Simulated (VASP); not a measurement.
# Cu (I4/mmm) in VASP: a series of runs

The runs below take Cu through single point, relaxation of volume and atoms at fixed shape, with PBEsol.

Program: VASP 6.6.1. These are calculated values, not measurements. Logs are shortened: lines on timing, memory, paths and dates and some standing lists are left out, and cuts for length are marked.

## (1) The cell of the first run

The structure is tetragonal, space group I4/mmm (No. 139). Conventional cell: a = 2.877 Å, b = 2.877 Å, c = 2.744 Å, α = 90.00°, β = 90.00°, γ = 90.00°. Within 3.2 Å of Cu (site symmetry 4/mmm) lie 14 Cu at 2.45 to 2.88 Å.

## (2) Single point, PBEsol

Input file INCAR:

```
PREC     = Accurate       # precision mode
ENCUT    = 520            # plane-wave cutoff, eV
EDIFF    = 1E-7           # SCF threshold, eV
ISMEAR   = 1              # smearing method
SIGMA    = 0.1            # smearing width, eV
LREAL    = F              # projectors in reciprocal space
LASPH    = T              # aspherical terms in the spheres
NELM     = 60             # most SCF steps
ALGO     = Normal         # electronic algorithm
ISIF     = 2              # what is computed and relaxed
LWAVE    = F              # write WAVECAR
LCHARG   = T              # write CHGCAR
GGA      = PS             # functional
LELF     = T              # ELF
LVHAR    = T            
NBANDS   = 12             # bands
```

Input file KPOINTS:

```
Automatic mesh
0
Gamma
  14 14 14
```

Input file POSCAR:

```
Cu
1.0
   -1.4383636104      1.4383636104      1.3718564169
    1.4383636104     -1.4383636104      1.3718564169
    1.4383636104      1.4383636104     -1.3718564169
Cu
1
Direct
    0.0000000000      0.0000000000      0.0000000000
```

Potentials or basis: VASP PAW PBE potentials, release 64 (Cu).

Command:

```sh
> cat potpaw_PBE.64/Cu/POTCAR > POTCAR
> mpirun -np 1 vasp_std > vasp.out
```

OUTCAR:

```text
PREC = Accurate
   ENCUT = 520
   EDIFF = 1E-7
   ISMEAR = 1
   LREAL = F
   LASPH = T
   NELM = 60
   ISIF = 2
   GGA = PS

 ion  position               nearest neighbor table
   1  0.000  0.000  0.000-

  LATTYP: Found a body centered tetragonal cell.
 ALAT       =     2.8767272208
 C/A-ratio  =     0.9537619048

  Lattice vectors:

 A1 = (  -1.4383636104,   1.4383636104,   1.3718564169)
 A2 = (   1.4383636104,  -1.4383636104,   1.3718564169)
 A3 = (   1.4383636104,   1.4383636104,  -1.3718564169)

Analysis of symmetry for initial positions (statically):
=====================================================================
 Subroutine PRICEL returns:
 Original cell was already a primitive cell.

 Routine SETGRP: Setting up the symmetry group for a
 body centered tetragonal supercell.

 Subroutine GETGRP returns: Found 16 space group operations
 (whereof 16 operations were pure point group operations)
 out of a pool of 16 trial point group operations.

The static configuration has the point symmetry D_4h.

Analysis of symmetry for dynamics (positions and initial velocities):
=====================================================================
 Subroutine PRICEL returns:
 Original cell was already a primitive cell.

 Routine SETGRP: Setting up the symmetry group for a
 body centered tetragonal supercell.

 Subroutine GETGRP returns: Found 16 space group operations
 (whereof 16 operations were pure point group operations)
 out of a pool of 16 trial point group operations.

The dynamic configuration has the point symmetry D_4h.

 Subroutine INISYM returns: Found 16 space group operations
 (whereof 16 operations are pure point group operations),
 and found     1 'primitive' translations

----------------------------------------------------------------------------------------

                                     Primitive cell

  volume of cell :      11.3529

  direct lattice vectors                    reciprocal lattice vectors
    -1.438363610  1.438363610  1.371856417     0.000000000  0.347617248  0.364469630
     1.438363610 -1.438363610  1.371856417     0.347617248  0.000000000  0.364469630
     1.438363610  1.438363610 -1.371856417     0.347617248  0.347617248  0.000000000

  length of vectors
     2.453521914  2.453521914  2.453521914     0.503662448  0.503662448  0.491605027

  position of ions in fractional coordinates (direct lattice)
     0.000000000  0.000000000  0.000000000

  ion indices of the primitive-cell ions
   primitive index   ion index
                 1           1

----------------------------------------------------------------------------------------

 KPOINTS: Automatic mesh

Automatic generation of k-mesh.
 Grid dimensions read from file:
 generate k-points for:   14   14   14

 Generating k-lattice:

  Cartesian coordinates                     Fractional coordinates (reciprocal lattice)
     0.000000000  0.024829803  0.026033545     0.071428571 -0.000000000  0.000000000
     0.024829803  0.000000000  0.026033545    -0.000000000  0.071428571  0.000000000
     0.024829803  0.024829803  0.000000000     0.000000000  0.000000000  0.071428571

  Length of vectors
     0.035975889  0.035975889  0.035114645

  Shift w.r.t. Gamma in fractional coordinates (k-lattice)
     0.000000000  0.000000000  0.000000000

 Subroutine IBZKPT returns following result:
 ===========================================

 Found    244 irreducible k-points:

 Following reciprocal coordinates:
            Coordinates               Weight
  0.000000  0.000000  0.000000      1.000000
  0.071429  0.000000 -0.000000      8.000000
  0.142857  0.000000  0.000000      8.000000
  0.214286  0.000000  0.000000      8.000000
  0.285714  0.000000  0.000000      8.000000
  0.357143  0.000000 -0.000000      8.000000
[... 16 lines left out ...]
  0.214286  0.142857 -0.000000     16.000000
  0.285714  0.142857  0.000000     16.000000
 [... further k-points ...]
   k-points           NKPTS =    244   k-points in BZ     NKDIM =    244   number of bands    NBANDS=     12
   number of dos      NEDOS =    301   number of ions     NIONS =      1
   total plane-waves  NPLWV =   5832
   dimension x,y,z NGX =    18 NGY =   18 NGZ =   18
   dimension x,y,z NGXF=    36 NGYF=   36 NGZF=   36
   ions per type =               1
   NGX,Y,Z   is equivalent  to a cutoff of  12.20, 12.20, 12.20 a.u.
   NGXF,Y,Z  is equivalent  to a cutoff of  24.39, 24.39, 24.39 a.u.
 SYSTEM =  unknown system
   PREC   = accura    normal or accurate (medium, high low for compatibility)
   ISTART =      0    job   : 0-new  1-cont  2-samecut
   ICHARG =      2    charge: 1-file 2-atom 10-const
   ISPIN  =      1    spin polarized calculation?
   LNONCOLLINEAR =      F non collinear calculations
   LSORBIT =      F    spin-orbit coupling
   LASPH  =      T    aspherical Exc in radial PAW
   ENCUT  =  520.0 eV  38.22 Ry    6.18 a.u.   4.56  4.56  4.56*2*pi/ulx,y,z
   NELM   =     60;   NELMIN=  2; NELMDL= -5     # of ELM steps
   EDIFF  = 0.1E-06   stopping-criterion for ELM
   LREAL  =      F    real-space projection
   EDIFFG = 0.1E-05   stopping-criterion for IOM
   NSW    =      0    number of steps for IOM
   IBRION =     -1    ionic relax: 0-MD 1-quasi-New 2-CG
   NFREE  =      0    steps in history (QN), initial steepest desc. (CG)
   ISIF   =      2    stress and relaxation
   ISYM   =      2    0-nonsym 1-usesym 2-fastsym
   POTIM  = 0.5000    time-step for ionic-motion
   TEBEG  =    0.0;   TEEND  =   0.0 temperature during run
   PSTRESS=    0.0 pullay stress
   NELECT =      11.0000    total number of electrons
   NUPDOWN=      -1.0000    fix difference up-down
   EMIN   =  10.00;   EMAX   =-10.00  energy-range for DOS
   EFERMI =   0.00;   METHOD = LEGACY
   ISMEAR =     1;   SIGMA  =   0.10  broadening in eV -4-tet -1-fermi 0-gaus
   EFERMI_NEDOS =   21; number of points for ismear=-14 and -15
   IALGO  =     38    algorithm
   IMIX   =      4    mixing-type and parameters
     AMIX     =   0.40;   BMIX     =  1.00
     AMIX_MAG =   1.60;   BMIX_MAG =  1.00
  volume/ion in A,a.u.               =      11.35        76.61
  Fermi-wavevector in a.u.,A,eV,Ry     =   1.619958  3.061276 35.705272  2.624263
  Thomas-Fermi vector in A             =   2.713974
   LORBIT       =      0    0 simple, 1 ext, 2 COOP (PROOUT), +10 PAW based schemes
   GGA     = PS    functional components
   LHFCALC =     F    Hartree Fock is set to
   AEXX    =    0.0000 exact exchange contribution
   IVDW    =     0    specifies the selected vdW correction
   LEPSILON=     F    determine dielectric tensor
   LRPA    =     F    only Hartree local field effects (RPA)
 non-spin polarized calculation
 Methfessel and Paxton  Order N= 1 SIGMA  =   0.10
  energy-cutoff  :      520.00
  volume of cell :       11.35
 maximum number of plane-waves:       321
   NGX =  9   NGY =  9   NGZ =  9

 number of electron      11.0000002 magnetization

 Free energy of the ion-electron system (eV)
  ---------------------------------------------------
  ext. energy  EPLUGINS =         0.00000000
  ---------------------------------------------------
  free energy    TOTEN  =        -4.26340261 eV

  energy without entropy =       -4.26295628  energy(sigma->0) =       -4.26325384

 E-fermi :   7.9089     XC(G=0): -13.1420

 val. band max:        7.8979287341   @ k =   0.5000   0.2143   0.1429
 cond. band min:       7.9157442933   @ k =   0.2143   0.1429   0.1429
 fundamental gap:      0.0178155592
 Fermi energy:         7.9089076208

 k-point     1 :       0.0000    0.0000    0.0000
  band No.  band energies     occupation
      1      -1.7907      2.00000
      2       4.5338      2.00000
      3       4.7314      2.00000
      4       4.7314      2.00000
      5       5.6231      2.00000
      6       5.8385      2.00000
      7      32.8443      0.00000
      8      32.8443      0.00000
      9      34.0939      0.00000
     10      36.9673      0.00000
     11      36.9945      0.00000
     12      36.9945      0.00000

 k-point     2 :       0.0714    0.0000   -0.0000
  band No.  band energies     occupation
      1      -1.5850      2.00000
      2       4.5406      2.00000
      3       4.7255      2.00000
      4       4.7633      2.00000
      5       5.6233      2.00000
      6       5.8089      2.00000
      7      31.5206      0.00000
      8      32.3367      0.00000
      9      32.7251      0.00000
     10      34.8787      0.00000
     11      35.4663      0.00000
     12      36.1303      0.00000

 k-point     3 :       0.1429    0.0000    0.0000
  band No.  band energies     occupation
      1      -0.9807      2.00000
      2       4.4625      2.00000
      3       4.6942      2.00000
      4       4.9571      2.00000
      5       5.6208      2.00000
      6       5.7582      2.00000
      7      27.9352      0.00000
      8      30.8097      0.00000
      9      31.2877      0.00000
     10      32.6026      0.00000
     11      34.2555      0.00000
     12      36.4133      0.00000
[... 286 lines left out ...]
 k-point    23 :       0.2143    0.1429   -0.0000
  band No.  band energies     occupation
      1       1.6598      2.00000
      2       4.1699      2.00000
      3       4.3497      2.00000
      4       5.5491      2.00000
      5       5.9216      2.00000
      6       6.1536      2.00000
      7      20.5326      0.00000
      8      22.8729      0.00000
      9      26.9132      0.00000
     10      32.4692      0.00000
     11      35.5909      0.00000
     12      37.6523      0.00000

 k-point    24 :       0.2857    0.1429    0.0000
  band No.  band energies     occupation
      1       2.5597      2.00000
      2       4.0094      2.00000
      3       4.5716      2.00000
      4       5.6011      2.00000
      5       6.0102      2.00000
      6       6.9303      2.00000
      7      17.1181      0.00000
      8      21.7213      0.00000
      9      25.9215      0.00000
     10      31.9969      0.00000
     11      36.2750      0.00000
     12      37.8994      0.00000

 [... further k-points ...]

------------------------ aborting loop because EDIFF is reached ----------------------------------------

  FORCE on cell =-STRESS in cart. coord.  units (eV):
  Direction    XX          YY          ZZ          XY          YZ          ZX
  --------------------------------------------------------------------------------------
  -------------------------------------------------------------------------------------
  Total        0.0673729      0.0673729      0.0258806      0.0000000      0.0000000      0.0000000
  in kB        9.5080136      9.5080136      3.6524042      0.0000000      0.0000000      0.0000000
  external PRESSURE =       7.5561438 kB  Pullay stress =       0.0000000 kB

 VOLUME and BASIS-vectors are now :
 -----------------------------------------------------------------------------
  energy-cutoff  :      520.00
  volume of cell :       11.35
      direct lattice vectors                 reciprocal lattice vectors
    -1.438363610  1.438363610  1.371856417     0.000000000  0.347617248  0.364469630
     1.438363610 -1.438363610  1.371856417     0.347617248  0.000000000  0.364469630
     1.438363610  1.438363610 -1.371856417     0.347617248  0.347617248  0.000000000

 POSITION                                       TOTAL-FORCE (eV/Angst)
 -----------------------------------------------------------------------------------
      0.00000      0.00000      0.00000         0.000000      0.000000     -0.000000
 -----------------------------------------------------------------------------------
    total drift:                                0.000000      0.000000      0.000000

  FREE ENERGIE OF THE ION-ELECTRON SYSTEM (eV)
  ---------------------------------------------------
  free  energy   TOTEN  =        -4.2634026149 eV

  energy  without entropy=       -4.2629562832  energy(sigma->0) =       -4.26325384
```

Wall time 14 s (1 thread of Intel Xeon 6975P-C (Granite Rapids), shared host); peak memory 0.14 GiB.

What came out:

```yaml
Free_energy: -4.2634 eV
Pressure: 0.8 GPa
```

Caveat: the PAW data sets were made with another functional, which shifts forces and pressure a little.

(Part 1 of 2 ends here.)
